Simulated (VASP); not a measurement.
Set up this calculation in VASP 6.6.1, as the native input.

* Task: single point
* Functional: LDA
* Potentials or basis: VASP PAW LDA potentials, release 64 (Al, Ni)
* Cutoff: 520 eV
* k mesh: 10 × 10 × 9
* Occupations: fermi-dirac, width 0.05 eV
* Spin: collinear spin, ferromagnetic start
* Starting moments: [0.0, 1.0] μB
* Dipole correction: no
* Further INCAR settings: ALGO = Normal; EDIFF = 1e-06; NBANDS = 18

The structure of AlNi lies in POSCAR:

```
AlNi
1.0
    1.9224016835     -1.9367758626      0.0000000000
    1.9224016835      1.9367758626      0.0000000000
    0.0000000000      0.0000000000      3.0733831383
Al Ni
1 1
Direct
    0.0000000000      0.0000000000      0.0000000000
    0.5000000000      0.5000000000      0.5000000000
```

One way to write it, as run:

INCAR

```
  PREC = Accurate
  ENCUT = 520
  EDIFF = 1E-6
  ISMEAR = -1
  SIGMA = 0.05
  LREAL = False
  LASPH = True
  NELM = 150
  ALGO = Normal
  ISIF = 2
  LWAVE = False
  LCHARG = False
  ISPIN = 2
  MAGMOM = 0 1
  LORBIT = 11
  LMAXMIX = 4
  NBANDS = 18
```

KPOINTS

```
regular mesh
0
Gamma
  10 10 9
```

Potentials or basis: VASP PAW LDA potentials, release 64 (Al, Ni).

The run is started by

```console
$ cat potpaw_LDA.64/Al/POTCAR potpaw_LDA.64/Ni/POTCAR > POTCAR
$ mpirun -np 1 vasp_std > vasp.out
```

It gave:

- Pressure: -0.3 GPa
- Net moment: 0.00 μB per cell
- Valence electrons inside the program's atomic spheres: Al 0.84; Ni 9.57

Run time: 40 s on 1 thread of Intel(R) Xeon(R) Platinum 8559C (Emerald Rapids), on a shared host, peak memory 0.2 GiB.
